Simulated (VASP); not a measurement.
A run of VASP 6.6.1 is set up as follows.

Contents of INCAR:

```
SYSTEM = GeIrRu3
PREC = Accurate
ENCUT = 520
EDIFF = 1E-6
ISMEAR = 0
SIGMA = 0.1
LREAL = .False.
LASPH = .True.
NELM = 80
ALGO = Fast
ISIF = 2
LWAVE = .False.
LCHARG = .True.
GGA = PE
LELF = .True.
LVHAR = .True.
NBANDS = 40
```

Contents of KPOINTS:

```
Automatic mesh
0
Gamma
  8 8 8
  0 0 0
```

POSCAR

```
GeIrRu3
1.0
    4.4187786096      0.0000000000      0.0000000000
    0.0000000000      4.4187786096      0.0000000000
    0.0000000000      0.0000000000      4.4187786096
Ge Ru Ir
1 3 1
Direct
    0.5000000000      0.5000000000      0.5000000000
    0.0000000000      0.5000000000      0.5000000000
    0.5000000000      0.0000000000      0.5000000000
    0.5000000000      0.5000000000      0.0000000000
    0.0000000000      0.0000000000      0.0000000000
```

Potentials or basis: VASP PAW PBE potentials, release 64 (Ge_d, Ru_pv, Ir).

Run with:

```console
$ cat potpaw_PBE.64/Ge_d/POTCAR potpaw_PBE.64/Ru_pv/POTCAR potpaw_PBE.64/Ir/POTCAR > POTCAR
$ mpirun -np 1 vasp_std > vasp.out
```

Q: What does it give for the band gap on the k mesh?

A: Zero (an odd number of electrons rules out a gap without spin polarisation).

Q: Predict the pressure.

A: 0.3 GPa.

Caveat: spin-orbit coupling is left out, which moves the levels of the heavy elements.
